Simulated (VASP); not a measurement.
# WS2 (P1) in VASP: single point with HSE06

Aim: the single point of WS2 with HSE06.

Program: VASP 6.6.1. These are calculated values, not measurements. Logs are shortened: lines on timing, memory, paths and dates and some standing lists are left out, and cuts for length are marked.

### Step 1. The cell of the first run

The typed cell holds 6 atoms: a = 3.170 Å, b = 3.114 Å, c = 12.502 Å, α = 89.33°, β = 90.48°, γ = 119.58°.

### Step 2. Single point, HSE06

Input file POSCAR:

```
WS2
1.0
    3.1702880000      0.0277630000     -0.0133480000
   -1.5611010000      2.6946760000      0.0184210000
   -0.0524690000      0.0533190000     12.5013270000
W S
2 4
Direct
    0.5293800000      0.8361690000      0.1991750000
    0.8714090000      0.5104020000      0.6985770000
    0.5462930000      0.8291200000      0.5567990000
    0.8838410000      0.5154690000      0.0637040000
    0.5504350000      0.8268890000      0.8186420000
    0.9271880000      0.4982440000      0.3193170000
```

Input file INCAR.step1:

```
SYSTEM = WS2
  PREC = Accurate
  ENCUT = 520
  EDIFF = 1E-5
  ISMEAR = -1
  SIGMA = 0.15
  LREAL = .False.
  LASPH = .True.
  NELM = 80
  ALGO = Normal
  ISIF = 2
  LWAVE = .True.
  LCHARG = .False.
  NBANDS = 35
  GGA = PE
```

Input file INCAR.step2:

```
SYSTEM = WS2
  PREC = Accurate
  ENCUT = 520
  EDIFF = 1E-6
  ISMEAR = -1
  SIGMA = 0.15
  LREAL = .False.
  LASPH = .True.
  NELM = 80
  ALGO = Normal
  ISIF = 2
  LWAVE = .False.
  LCHARG = .False.
  GGA = PE
  LHFCALC = .True.
  HFSCREEN = 0.2079
  PRECFOCK = Fast
  NBANDS = 35
  ISTART = 1
```

Input file KPOINTS:

```
Automatic mesh
0
Gamma
  4 4 1
  0 0 0
```

Potentials or basis: VASP PAW PBE potentials, release 64 (W_sv, S).

Command:

```console
cat potpaw_PBE.64/W_sv/POTCAR potpaw_PBE.64/S/POTCAR > POTCAR
cp INCAR.step1 INCAR
mpirun -np 1 vasp_std > vasp.out
cp INCAR.step2 INCAR
mpirun -np 1 vasp_std > vasp.out
```

OUTCAR:

```text
SYSTEM = WS2
   PREC = Accurate
   ENCUT = 520
   EDIFF = 1E-6
   ISMEAR = -1
   LREAL = .False.
   LASPH = .True.
   NELM = 80
   ISIF = 2
   GGA = PE
   LHFCALC = .True.
   HFSCREEN = 0.2079
   PRECFOCK = Fast
   ISTART = 1

 ion  position               nearest neighbor table
   1  0.529  0.836  0.199-   6 2.24   6 2.36   4 2.45   6 2.49   4 2.49   4 2.51
   2  0.871  0.510  0.699-   5 2.30   5 2.37   5 2.40   3 2.48   3 2.57   3 2.57
   3  0.546  0.829  0.557-   2 2.48   2 2.57   2 2.57
   4  0.884  0.515  0.064-   1 2.45   1 2.49   1 2.51
   5  0.550  0.827  0.819-   2 2.30   2 2.37   2 2.40
   6  0.927  0.498  0.319-   1 2.24   1 2.36   1 2.49

  LATTYP: Found a triclinic cell.
 ALAT       =     3.1142662716
 B/A-ratio  =     1.0154766393
 C/A-ratio  =     4.0142844961
 COS(alpha) =     0.0031400604
 COS(beta)  =     0.0117091396
 COS(gamma) =     0.4898162333

  Lattice vectors:

 A1 = (   1.5611010000,  -2.6946760000,  -0.0184210000)
 A2 = (  -1.6091870000,  -2.7224390000,  -0.0050730000)
 A3 = (   0.0524690000,  -0.0533190000, -12.5013270000)

Analysis of symmetry for initial positions (statically):
=====================================================================
 Subroutine PRICEL returns:
 Original cell was already a primitive cell.

 Routine SETGRP: Setting up the symmetry group for a
 triclinic supercell.

 Subroutine GETGRP returns: Found  1 space group operations
 (whereof  1 operations were pure point group operations)
 out of a pool of  2 trial point group operations.

The static configuration has the point symmetry C_1 .

Analysis of symmetry for dynamics (positions and initial velocities):
=====================================================================
 Subroutine PRICEL returns:
 Original cell was already a primitive cell.

 Routine SETGRP: Setting up the symmetry group for a
 triclinic supercell.

 Subroutine GETGRP returns: Found  1 space group operations
 (whereof  1 operations were pure point group operations)
 out of a pool of  2 trial point group operations.

The dynamic configuration has the point symmetry C_1 .

 Subroutine INISYM returns: Found  1 space group operations
 (whereof  1 operations are pure point group operations),
 and found     1 'primitive' translations

----------------------------------------------------------------------------------------

                                     Primitive cell

  volume of cell :     107.3355

  direct lattice vectors                    reciprocal lattice vectors
     3.170288000  0.027763000 -0.013348000     0.313838865  0.181811908  0.000541765
    -1.561101000  2.694676000  0.018421000    -0.003240178  0.369235862 -0.001588415
    -0.052469000  0.053319000 12.501327000     0.000339869 -0.000349952  0.079994427

  length of vectors
     3.170437660  3.114266272 12.501550811     0.362699182  0.369253495  0.079995915

  position of ions in fractional coordinates (direct lattice)
     0.529380000  0.836169000  0.199175000
     0.871409000  0.510402000  0.698577000
     0.546293000  0.829120000  0.556799000
     0.883841000  0.515469000  0.063704000
     0.550435000  0.826889000  0.818642000
     0.927188000  0.498244000  0.319317000

  ion indices of the primitive-cell ions
   primitive index   ion index
                 1           1
                 2           2
                 3           3
                 4           4
                 5           5
                 6           6

----------------------------------------------------------------------------------------

 KPOINTS: Automatic mesh

Automatic generation of k-mesh.
 Grid dimensions read from file:
 generate k-points for:    4    4    1

 Generating k-lattice:

  Cartesian coordinates                     Fractional coordinates (reciprocal lattice)
     0.078459716  0.045452977  0.000135441     0.250000000  0.000000000 -0.000000000
    -0.000810044  0.092308965 -0.000397104    -0.000000000  0.250000000 -0.000000000
     0.000339869 -0.000349952  0.079994427    -0.000000000  0.000000000  1.000000000

  Length of vectors
     0.090674796  0.092313374  0.079995915

  Shift w.r.t. Gamma in fractional coordinates (k-lattice)
     0.000000000  0.000000000  0.000000000

 Subroutine IBZKPT returns following result:
 ===========================================

 Found     10 irreducible k-points:

 Following reciprocal coordinates:
            Coordinates               Weight
  0.000000  0.000000  0.000000      1.000000
  0.250000  0.000000  0.000000      2.000000
  0.500000  0.000000  0.000000      1.000000
  0.000000  0.250000 -0.000000      2.000000
  0.250000  0.250000 -0.000000      2.000000
  0.500000  0.250000 -0.000000      2.000000
 -0.250000  0.250000 -0.000000      2.000000
  0.000000  0.500000 -0.000000      1.000000
  0.250000  0.500000 -0.000000      2.000000
  0.500000  0.500000 -0.000000      1.000000
   k-points           NKPTS =     10   k-points in BZ     NKDIM =     16   number of bands    NBANDS=     35
   number of dos      NEDOS =    301   number of ions     NIONS =      6
   total plane-waves  NPLWV =  55296
   dimension x,y,z NGX =    24 NGY =   24 NGZ =   96
   dimension x,y,z NGXF=    48 NGYF=   48 NGZF=  192
   ions per type =               2   4
   NGX,Y,Z   is equivalent  to a cutoff of  12.58, 12.81, 12.77 a.u.
   NGXF,Y,Z  is equivalent  to a cutoff of  25.17, 25.62, 25.53 a.u.
 SYSTEM =  WS2
   PREC   = accura    normal or accurate (medium, high low for compatibility)
   ISTART =      1    job   : 0-new  1-cont  2-samecut
   ICHARG =      0    charge: 1-file 2-atom 10-const
   ISPIN  =      1    spin polarized calculation?
   LNONCOLLINEAR =      F non collinear calculations
   LSORBIT =      F    spin-orbit coupling
   LASPH  =      T    aspherical Exc in radial PAW
   ENCUT  =  520.0 eV  38.22 Ry    6.18 a.u.   5.89  5.79 23.24*2*pi/ulx,y,z
   NELM   =     80;   NELMIN=  2; NELMDL=  0     # of ELM steps
   EDIFF  = 0.1E-05   stopping-criterion for ELM
   LREAL  =      F    real-space projection
   EDIFFG = 0.1E-04   stopping-criterion for IOM
   NSW    =      0    number of steps for IOM
   IBRION =     -1    ionic relax: 0-MD 1-quasi-New 2-CG
   NFREE  =      0    steps in history (QN), initial steepest desc. (CG)
   ISIF   =      2    stress and relaxation
   ISYM   =      3    0-nonsym 1-usesym 2-fastsym
   POTIM  = 0.5000    time-step for ionic-motion
   TEBEG  =    0.0;   TEEND  =   0.0 temperature during run
   PSTRESS=    0.0 pullay stress
   NELECT =      52.0000    total number of electrons
   NUPDOWN=      -1.0000    fix difference up-down
   EMIN   =  10.00;   EMAX   =-10.00  energy-range for DOS
   EFERMI =   0.00;   METHOD = LEGACY
   ISMEAR =    -1;   SIGMA  =   0.15  broadening in eV -4-tet -1-fermi 0-gaus
   EFERMI_NEDOS =   21; number of points for ismear=-14 and -15
   IALGO  =     38    algorithm
   IMIX   =      1    mixing-type and parameters
     AMIX     =   0.40;   BMIX     =  1.00
     AMIX_MAG =   1.60;   BMIX_MAG =  1.00
  volume/ion in A,a.u.               =      17.89       120.72
  Fermi-wavevector in a.u.,A,eV,Ry     =   1.285765  2.429743 22.493029  1.653191
  Thomas-Fermi vector in A             =   2.417880
   LORBIT       =      0    0 simple, 1 ext, 2 COOP (PROOUT), +10 PAW based schemes
   GGA     = PE    functional components
   LHFCALC =     T    Hartree Fock is set to
   PRECFOCK=fast      Normal, Fast or Accurate (Low or Medium for compatibility)
   ENCUT4O =  -1.0   cutoff for four orbital integrals eV
   NKREDX  =     1    reduce k-point grid by
   NKREDY  =     1    reduce k-point grid by
   NKREDZ  =     1    reduce k-point grid by
   AEXX    =    0.2500 exact exchange contribution
   HFSCREEN=    0.2079 screening length (either q_TF or 0.3 A-1)
   HFSCREENC=   0.2079 screening length for correlation (either q_TF or 0.3 A-1)
   ENCUTFOCK=  -1.0 apply spherical cutoff to Coloumb kernel
   IVDW    =     0    specifies the selected vdW correction
   LEPSILON=     F    determine dielectric tensor
   LRPA    =     F    only Hartree local field effects (RPA)
 non-spin polarized calculation
  energy-cutoff  :      520.00
  volume of cell :      107.34
 maximum number of plane-waves:      2918
  NGX = 14; NGY = 14; NGZ = 56

 number of electron      52.0000002 magnetization

 Free energy of the ion-electron system (eV)
  ---------------------------------------------------
  ext. energy  EPLUGINS =         0.00000000
  ---------------------------------------------------
  free energy    TOTEN  =       -55.32646504 eV

  energy without entropy =      -55.32371497  energy(sigma->0) =      -55.32509001

 E-fermi :   7.5950     XC(G=0):  -9.0117

 val. band max:        6.9173830192   @ k =   0.0000   0.0000   0.0000
 cond. band min:       8.5238751542   @ k =   0.2500   0.0000   0.0000
 fundamental gap:      1.6064921350
 Fermi energy:         7.5950413160

 k-point     1 :       0.0000    0.0000    0.0000
  band No.  band energies     occupation
      1     -71.6594      2.00000
      2     -71.6537      2.00000
      3     -34.4691      2.00000
      4     -34.4498      2.00000
      5     -34.2666      2.00000
      6     -34.2264      2.00000
[... 27 lines left out ...]
     34      10.8846      0.00000
     35      12.7831      0.00000

 k-point     2 :       0.2500    0.0000    0.0000
  band No.  band energies     occupation
      1     -71.6479      2.00000
      2     -71.6420      2.00000
      3     -34.4993      2.00000
      4     -34.4457      2.00000
      5     -34.4221      2.00000
      6     -34.4096      2.00000
[... 27 lines left out ...]
     34      11.6534      0.00000
     35      14.5781      0.00000
[... 264 lines left out ...]
     34      12.5117      0.00000
     35      13.7195      0.00000

 k-point    10 :       0.5000    0.5000   -0.0000
  band No.  band energies     occupation
      1     -71.6337      2.00000
      2     -71.6282      2.00000
      3     -34.6642      2.00000
      4     -34.6519      2.00000
      5     -34.3950      2.00000
      6     -34.3665      2.00000
[... 27 lines left out ...]
     34      12.1801      0.00000
     35      12.3347      0.00000

------------------------ aborting loop because EDIFF is reached ----------------------------------------

  FORCE on cell =-STRESS in cart. coord.  units (eV):
  Direction    XX          YY          ZZ          XY          YZ          ZX
  --------------------------------------------------------------------------------------
  -------------------------------------------------------------------------------------
  Total       -1.5960946      0.2449509     -4.8524020     -0.6074294     -0.3799984     -2.9888915
  in kB      -23.8246172      3.6563380    -72.4309312     -9.0669890     -5.6721684    -44.6146459
  external PRESSURE =     -30.8664035 kB  Pullay stress =       0.0000000 kB

 VOLUME and BASIS-vectors are now :
 -----------------------------------------------------------------------------
  energy-cutoff  :      520.00
  volume of cell :      107.34
      direct lattice vectors                 reciprocal lattice vectors
     3.170288000  0.027763000 -0.013348000     0.313838865  0.181811908  0.000541765
    -1.561101000  2.694676000  0.018421000    -0.003240178  0.369235862 -0.001588415
    -0.052469000  0.053319000 12.501327000     0.000339869 -0.000349952  0.079994427

 POSITION                                       TOTAL-FORCE (eV/Angst)
 -----------------------------------------------------------------------------------
      0.36249      2.27852      2.49829         3.005996      0.328233     -3.591782
      1.92917      1.43681      8.73091         1.238657     -0.777164     -4.030764
      0.40835      2.27906      6.96871        -0.430679      0.383863      3.407994
      1.99399      1.41696      0.79408        -0.558067     -0.090866      2.371805
      0.41123      2.28713     10.24200        -0.799572      0.393505      0.661055
      2.14489      1.38537      3.98869        -2.456335     -0.237571      1.181692
 -----------------------------------------------------------------------------------
    total drift:                                0.000034     -0.000164     -0.000190

  FREE ENERGIE OF THE ION-ELECTRON SYSTEM (eV)
  ---------------------------------------------------
  free  energy   TOTEN  =       -55.3264650376 eV

  energy  without entropy=      -55.3237149733  energy(sigma->0) =      -55.32509001
```

Run time: 18 min. Hardware: 1 thread of Intel Xeon Platinum 8375C at 2.90GHz (Ice Lake), shared host; peak memory 0.36 GiB.

What came out:

* Free energy: -55.3265 eV
* Pressure: -3.1 GPa
* Largest force: 4.695 eV/Å
* Band gap on the k mesh: 1.61 eV (least direct gap 2.32 eV)

Forces in eV/Å, atoms in the order of the input:
```
W    3.006  0.328 -3.592
W    1.239 -0.777 -4.031
S   -0.431  0.384  3.408
S   -0.558 -0.091  2.372
S   -0.800  0.394  0.661
S   -2.456 -0.238  1.182
```

Levels at points of the mesh, in eV from the valence-band top:
| k point | band 23 | band 24 | band 25 | band 26 | band 27 | band 28 | band 29 | band 30 |
| --- | --- | --- | --- | --- | --- | --- | --- | --- |
| (0.00, 0.00, 0.00) | -1.48 | -1.43 | -0.91 | 0.00 | 2.32 | 2.41 | 2.49 | 2.67 |
| (0.50, 0.00, 0.00) | -2.24 | -1.90 | -1.60 | -1.25 | 3.01 | 3.15 | 3.20 | 3.55 |
| (0.00, 0.50, 0.00) | -2.38 | -1.96 | -1.47 | -1.16 | 2.98 | 3.10 | 3.23 | 3.52 |
| (0.50, 0.50, 0.00) | -2.12 | -1.82 | -1.67 | -1.24 | 3.06 | 3.11 | 3.26 | 3.59 |

Caveat: the k points lie up to 0.58 Å⁻¹ apart; the PAW data sets were made with another functional, which shifts forces and pressure a little; spin-orbit coupling is left out, which moves the levels of the heavy elements; an odd mesh through Γ misses points on the zone boundary, where band edges can lie.
